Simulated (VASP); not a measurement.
# As (P6_3/mmc) in VASP: a series of runs

Runs on As. Level: LDA. Tasks: single point.

All numbers are computed with VASP 6.6.1; they aren't measurements. Logs are shortened: lines on timing, memory, paths and dates and some standing lists are left out, and cuts for length are marked.

**1. The cell of the first run**

The structure is hexagonal, space group P6_3/mmc (No. 194). The conventional cell has a = 2.917 Å, b = 2.917 Å, c = 9.836 Å, α = 90.00°, β = 90.00°, γ = 120.00°. As (site symmetry -3m) has 12 As at 2.92 to 2.98 Å within 3.8 Å. Within 3.8 Å of As (site symmetry -6m2) lie 12 As at 2.92 to 2.98 Å.

**2. Single point, LDA**

INCAR

```
PREC = Accurate
ENCUT = 520
EDIFF = 1E-7
ISMEAR = -1
SIGMA = 0.1
LREAL = F
LASPH = T
NELM = 100
ALGO = Normal
ISIF = 2
LWAVE = F
LCHARG = T
GGA = CA
LELF = T
LVHAR = T
NBANDS = 18
```

KPOINTS

```
regular mesh
0
Gamma
  12 12 4
```

POSCAR

```
As
1.0
    2.9169839469      0.0000000000      0.0000000000
   -1.4584919734      2.5261822005      0.0000000000
    0.0000000000      0.0000000000      9.8361270019
As
4
Direct
    1.0000000000      1.0000000000      1.0000000000
    1.0000000000      0.0000000000      0.5000000000
    0.3333333333      0.6666666667      0.2500000000
    0.6666666667      0.3333333333      0.7500000000
```

Potentials or basis: VASP PAW LDA potentials, release 64 (As).

Launch:

```
> cat potpaw_LDA.64/As/POTCAR > POTCAR
> mpirun -np 1 vasp_std > vasp.out
```

OUTCAR:

```text
PREC = Accurate
   ENCUT = 520
   EDIFF = 1E-7
   ISMEAR = -1
   LREAL = F
   LASPH = T
   NELM = 100
   ISIF = 2
   GGA = CA

 ion  position               nearest neighbor table
   1  0.000  0.000  0.000-
   2  0.000  0.000  0.500-
   3  0.333  0.667  0.250-
   4  0.667  0.333  0.750-

  LATTYP: Found a hexagonal cell.
 ALAT       =     2.9169839469
 C/A-ratio  =     3.3720195863

  Lattice vectors:

 A1 = (   2.9169839469,   0.0000000000,   0.0000000000)
 A2 = (  -1.4584919734,   2.5261822005,   0.0000000000)
 A3 = (   0.0000000000,   0.0000000000,   9.8361270019)

Analysis of symmetry for initial positions (statically):
=====================================================================
 Subroutine PRICEL returns:
 Original cell was already a primitive cell.

 Routine SETGRP: Setting up the symmetry group for a
 hexagonal supercell.

 Subroutine GETGRP returns: Found 24 space group operations
 (whereof 12 operations were pure point group operations)
 out of a pool of 24 trial point group operations.

The static configuration has the point symmetry D_3d.
 The point group associated with its full space group is D_6h.

Analysis of symmetry for dynamics (positions and initial velocities):
=====================================================================
 Subroutine PRICEL returns:
 Original cell was already a primitive cell.

 Routine SETGRP: Setting up the symmetry group for a
 hexagonal supercell.

 Subroutine GETGRP returns: Found 24 space group operations
 (whereof 12 operations were pure point group operations)
 out of a pool of 24 trial point group operations.

The dynamic configuration has the point symmetry D_3d.
 The point group associated with its full space group is D_6h.

 Subroutine INISYM returns: Found 24 space group operations
 (whereof 12 operations are pure point group operations),
 and found     1 'primitive' translations

----------------------------------------------------------------------------------------

                                     Primitive cell

  volume of cell :      72.4808

  direct lattice vectors                    reciprocal lattice vectors
     2.916983947  0.000000000  0.000000000     0.342819850  0.197927133  0.000000000
    -1.458491973  2.526182201  0.000000000     0.000000000  0.395854266  0.000000000
[... 82 lines left out ...]
   ICHARG =      2    charge: 1-file 2-atom 10-const
   ISPIN  =      1    spin polarized calculation?
   LNONCOLLINEAR =      F non collinear calculations
   LSORBIT =      F    spin-orbit coupling
   LASPH  =      T    aspherical Exc in radial PAW
   ENCUT  =  520.0 eV  38.22 Ry    6.18 a.u.   5.42  5.42 18.29*2*pi/ulx,y,z
   NELM   =    100;   NELMIN=  2; NELMDL= -5     # of ELM steps
   EDIFF  = 0.1E-06   stopping-criterion for ELM
   LREAL  =      F    real-space projection
   EDIFFG = 0.1E-05   stopping-criterion for IOM
   NSW    =      0    number of steps for IOM
   IBRION =     -1    ionic relax: 0-MD 1-quasi-New 2-CG
   NFREE  =      0    steps in history (QN), initial steepest desc. (CG)
   ISIF   =      2    stress and relaxation
   ISYM   =      2    0-nonsym 1-usesym 2-fastsym
   POTIM  = 0.5000    time-step for ionic-motion
   TEBEG  =    0.0;   TEEND  =   0.0 temperature during run
   PSTRESS=    0.0 pullay stress
   NELECT =      20.0000    total number of electrons
   NUPDOWN=      -1.0000    fix difference up-down
   EMIN   =  10.00;   EMAX   =-10.00  energy-range for DOS
   EFERMI =   0.00;   METHOD = LEGACY
   ISMEAR =    -1;   SIGMA  =   0.10  broadening in eV -4-tet -1-fermi 0-gaus
   EFERMI_NEDOS =   21; number of points for ismear=-14 and -15
   IALGO  =     38    algorithm
   IMIX   =      4    mixing-type and parameters
     AMIX     =   0.40;   BMIX     =  1.00
     AMIX_MAG =   1.60;   BMIX_MAG =  1.00
  volume/ion in A,a.u.               =      18.12       122.28
  Fermi-wavevector in a.u.,A,eV,Ry     =   1.065804  2.014077 15.455368  1.135937
  Thomas-Fermi vector in A             =   2.201367
   LORBIT       =      0    0 simple, 1 ext, 2 COOP (PROOUT), +10 PAW based schemes
   GGA     = CA    functional components
   LHFCALC =     F    Hartree Fock is set to
   AEXX    =    0.0000 exact exchange contribution
   IVDW    =     0    specifies the selected vdW correction
   LEPSILON=     F    determine dielectric tensor
   LRPA    =     F    only Hartree local field effects (RPA)
 non-spin polarized calculation
  energy-cutoff  :      520.00
  volume of cell :       72.48
 maximum number of plane-waves:      2004
 NGX is ok and might be reduce to    24
   NGX = 11   NGY = 11   NGZ = 37

 number of electron      19.9999996 magnetization

 Free energy of the ion-electron system (eV)
  ---------------------------------------------------
  ext. energy  EPLUGINS =         0.00000000
  ---------------------------------------------------
  free energy    TOTEN  =       -19.76034282 eV

  energy without entropy =      -19.70329418  energy(sigma->0) =      -19.73181850

 E-fermi :   7.1534     XC(G=0): -11.1034

 val. band max:        7.1247099228   @ k =   0.4167   0.0833   0.2500
 cond. band min:       7.1786246076   @ k =   0.1667   0.0833   0.2500
 fundamental gap:      0.0539146848
 Fermi energy:         7.1533618846

 k-point     1 :       0.0000    0.0000    0.0000
  band No.  band energies     occupation
      1      -8.4511      2.00000
      2      -7.0246      2.00000
      3      -7.0144      2.00000
      4      -4.1080      2.00000
      5      -0.0103      2.00000
      6       5.7300      2.00000
[... 481 lines left out ...]
      5       2.4012      2.00000
      6       3.1002      2.00000
[... 10 lines left out ...]
     17      13.6963      0.00000
     18      14.1976      0.00000

 [... further k-points ...]
[... 5 lines left out ...]
  --------------------------------------------------------------------------------------
  -------------------------------------------------------------------------------------
  Total        0.1526251      0.1526251      0.1218811      0.0000000     -0.0000000      0.0000000
  in kB        3.3737559      3.3737559      2.6941639      0.0000000     -0.0000000      0.0000000
  external PRESSURE =       3.1472252 kB  Pullay stress =       0.0000000 kB

 VOLUME and BASIS-vectors are now :
 -----------------------------------------------------------------------------
  energy-cutoff  :      520.00
  volume of cell :       72.48
      direct lattice vectors                 reciprocal lattice vectors
     2.916983947  0.000000000  0.000000000     0.342819850  0.197927133  0.000000000
    -1.458491973  2.526182201  0.000000000     0.000000000  0.395854266  0.000000000
     0.000000000  0.000000000  9.836127002     0.000000000  0.000000000  0.101666032

 POSITION                                       TOTAL-FORCE (eV/Angst)
 -----------------------------------------------------------------------------------
      0.00000      0.00000      0.00000         0.000000      0.000000      0.000000
      0.00000      0.00000      4.91806        -0.000000      0.000000      0.000000
     -0.00000      1.68412      2.45903         0.000000      0.000000     -0.000000
      1.45849      0.84206      7.37710        -0.000000     -0.000000      0.000000
 -----------------------------------------------------------------------------------
    total drift:                               -0.000000      0.000000      0.000000

  FREE ENERGIE OF THE ION-ELECTRON SYSTEM (eV)
  ---------------------------------------------------
  free  energy   TOTEN  =       -19.7603428167 eV

  energy  without entropy=      -19.7032941796  energy(sigma->0) =      -19.73181850
```

stdout:

```text
POSCAR found type information on POSCAR As
 POSCAR found :  1 types and       4 ions
 scaLAPACK will be used
 LDA part: xc-table for (Slater(with rela. corr.)+CA(PZ))
 , standard interpolation
 POSCAR, INCAR and KPOINTS ok, starting setup
 FFT: planning ... GRIDC
 FFT: planning ... GRID_SOFT
 FFT: planning ... GRID
 WAVECAR not read
 entering main loop
```

Run time: 21 s. Hardware: 1 thread of Intel Xeon 6975P-C (Granite Rapids), shared host; peak memory 0.2 GiB.

Results:

```yaml
Free_energy: -19.7603 eV
Pressure: 0.3 GPa
Band_gap_on_the_k_mesh: zero (band 10 reaches 12.46 eV, above the bottom of band 11 at 3.98 eV)
```

Levels at points of the mesh, in eV from the Fermi level:
```
           k point  band 6  band 7  band 8  band 9  band 10  band 11  band 12  band 13  band 14  band 15
(0.00, 0.00, 0.00)   -1.42   -1.42    4.61    4.61     5.30     5.30     5.38     5.38     5.60     6.25
(0.50, 0.00, 0.00)   -6.53   -4.81   -4.28   -2.14    -1.22     0.84     1.93     2.14     2.15     2.96
(0.00, 0.00, 0.50)   -5.18    2.85    2.85    4.81     4.81     4.81     4.81     5.96     5.96     5.96
(0.50, 0.00, 0.50)   -6.19   -5.40   -5.40   -0.55    -0.55     1.18     1.18     1.18     1.18     3.46
```

**3. Single point, LDA (volume scaled by 0.88)**

INCAR

```
SYSTEM = As
  PREC = Accurate
  ENCUT = 520
  EDIFF = 1E-6
  ISMEAR = -1
  SIGMA = 0.1
  LREAL = .False.
  LASPH = .True.
  NELM = 100
  ALGO = Normal
  ISIF = 2
  LWAVE = .False.
  LCHARG = .True.
  LELF = .True.
  LVHAR = .True.
  NBANDS = 18
```

KPOINTS

```
regular mesh
0
Gamma
  14 14 4
  0 0 0
```

POSCAR

```
As
1.0
    2.7952989612      0.0000000000      0.0000000000
   -1.3976494806      2.4207999116      0.0000000000
    0.0000000000      0.0000000000      9.4258028467
As
4
Direct
    1.0000000000      1.0000000000      1.0000000000
    1.0000000000      0.0000000000      0.5000000000
    0.3333333333      0.6666666667      0.2500000000
    0.6666666667      0.3333333333      0.7500000000
```

Potentials or basis: VASP PAW LDA potentials, release 64 (As).

Launch:

```
> cat potpaw_LDA.64/As/POTCAR > POTCAR
> mpirun -np 1 vasp_std > vasp.out
```

Run time: 22 s. Hardware: 1 thread of Intel Xeon 6975P-C (Granite Rapids), shared host; peak memory 0.19 GiB.

Results (log left out):

```
Free energy            : -19.3479 eV
Pressure               : 16.5 GPa
Band gap on the k mesh : zero (band 10 reaches 15.03 eV, above the bottom of band 11 at 5.59 eV)
```

Stress tensor (GPa, compression positive):
```
16.31  0.00  0.00
 0.00 16.31  0.00
 0.00  0.00 16.93
```

Levels at points of the mesh, in eV from the Fermi level:
| k point | band 7 | band 8 | band 9 | band 10 | band 11 | band 12 | band 13 | band 14 |
| --- | --- | --- | --- | --- | --- | --- | --- | --- |
| (0.00, 0.00, 0.00) | -1.54 | 5.37 | 5.37 | 6.18 | 6.18 | 6.29 | 6.29 | 6.58 |
| (0.50, 0.00, 0.00) | -5.22 | -4.72 | -2.61 | -1.57 | 0.89 | 2.29 | 2.39 | 2.41 |
| (0.00, 0.00, 0.50) | 3.30 | 3.30 | 5.61 | 5.61 | 5.61 | 5.61 | 6.96 | 6.96 |
| (0.50, 0.00, 0.50) | -6.16 | -6.16 | -0.64 | -0.64 | 1.21 | 1.21 | 1.28 | 1.28 |

**4. Single point, LDA (volume scaled by 0.92)**

INCAR

```
SYSTEM = As
PREC = Accurate
ENCUT = 520
EDIFF = 1E-6
ISMEAR = -1
SIGMA = 0.1
LREAL = .False.
LASPH = .True.
NELM = 80
ALGO = Normal
ISIF = 2
LWAVE = .False.
LCHARG = .False.
GGA = CA
NBANDS = 18
```

KPOINTS is that of step 3.

POSCAR

```
As
1.0
    2.8370259930      0.0000000000      0.0000000000
   -1.4185129965      2.4569365812      0.0000000000
    0.0000000000      0.0000000000      9.5665072153
As
4
Direct
    1.0000000000      1.0000000000      1.0000000000
    1.0000000000      0.0000000000      0.5000000000
    0.3333333333      0.6666666667      0.2500000000
    0.6666666667      0.3333333333      0.7500000000
```

Launch:

```
> cat potpaw_LDA.64/As/POTCAR > POTCAR
> mpirun -np 1 vasp_std > vasp.out
```

It took 21 s on 1 thread of Intel Xeon 6975P-C (Granite Rapids), shared host; peak memory 0.2 GiB.

It converged, with:

* Free energy: -19.5843 eV
* Pressure: 9.8 GPa
* Band gap on the k mesh: zero (band 10 reaches 14.10 eV, above the bottom of band 11 at 5.15 eV)

Stress tensor (GPa, compression positive):
```
 9.55  0.00  0.00
 0.00  9.55  0.00
 0.00  0.00 10.35
```

Levels at points of the mesh, in eV from the Fermi level:
```
           k point  band 8  band 9  band 10  band 11  band 12  band 13
(0.00, 0.00, 0.00)    5.08    5.08     5.84     5.84     5.94     5.94
(0.50, 0.00, 0.00)   -4.59   -2.46    -1.46     0.85     2.14     2.28
(0.00, 0.00, 0.50)    3.12    5.30     5.30     5.30     5.30     6.58
(0.50, 0.00, 0.50)   -5.92   -0.63    -0.63     1.18     1.18     1.23
```

**5. Single point, LDA (volume scaled by 0.96)**

INCAR

```
  PREC = Accurate
  ENCUT = 520
  EDIFF = 1E-6
  ISMEAR = -1
  SIGMA = 0.1
  LREAL = F
  LASPH = T
  NELM = 100
  ALGO = Normal
  ISIF = 2
  LWAVE = F
  LCHARG = T
  GGA = CA
  LELF = T
  LVHAR = T
  NBANDS = 18
```

KPOINTS

```
regular mesh
0
Gamma
  14 14 4
```

POSCAR

```
As
1.0
    2.8775604122      0.0000000000      0.0000000000
   -1.4387802061      2.4920404179      0.0000000000
    0.0000000000      0.0000000000      9.7031900707
As
4
Direct
    1.0000000000      1.0000000000      1.0000000000
    1.0000000000      0.0000000000      0.5000000000
    0.3333333333      0.6666666667      0.2500000000
    0.6666666667      0.3333333333      0.7500000000
```

Launch:

```
> cat potpaw_LDA.64/As/POTCAR > POTCAR
> mpirun -np 1 vasp_std > vasp.out
```

Wall time 23 s (1 thread of Intel Xeon 6975P-C (Granite Rapids), shared host); peak memory 0.2 GiB.

The run converged. Its results:

| Property | Result |
| --- | --- |
| Free energy | -19.7116 eV |
| Pressure | 4.4 GPa |
| Band gap on the k mesh | zero (band 10 reaches 13.25 eV, above the bottom of band 11 at 4.75 eV) |

Stress tensor (GPa, compression positive):
```
4.13 0.00 0.00
0.00 4.13 0.00
0.00 0.00 5.05
```

Levels at points of the mesh, in eV from the Fermi level:
```
           k point  band 8  band 9  band 10  band 11  band 12  band 13
(0.00, 0.00, 0.00)    4.81    4.81     5.54     5.54     5.62     5.62
(0.50, 0.00, 0.00)   -4.47   -2.32    -1.36     0.82     2.00     2.18
(0.00, 0.00, 0.50)    2.95    5.02     5.02     5.02     5.02     6.23
(0.50, 0.00, 0.50)   -5.68   -0.61    -0.61     1.16     1.16     1.17
```

**6. Summary**

| cell | k mesh | gap on the mesh (eV) | pressure (GPa) |
| --- | --- | --- | --- |
| a = 2.917, b = 2.917, c = 9.836 Å, angles 90.0, 90.0, 120.0°, 4 atoms | 12 × 12 × 4 | none | 0.3 |
| a = 2.795, b = 2.795, c = 9.426 Å, angles 90.0, 90.0, 120.0°, 4 atoms | 14 × 14 × 4 | none | 16.5 |
| a = 2.837, b = 2.837, c = 9.567 Å, angles 90.0, 90.0, 120.0°, 4 atoms | 14 × 14 × 4 | none | 9.8 |
| a = 2.878, b = 2.878, c = 9.703 Å, angles 90.0, 90.0, 120.0°, 4 atoms | 14 × 14 × 4 | none | 4.4 |

Alike in all rows: task single point; level LDA; potentials or basis VASP PAW LDA potentials, release 64 (As); no spin polarisation; cutoff (eV) 520; smearing fermi-dirac 0.1 eV.

Total energies depend on the potentials used, so only differences within one code and one set of settings carry meaning.
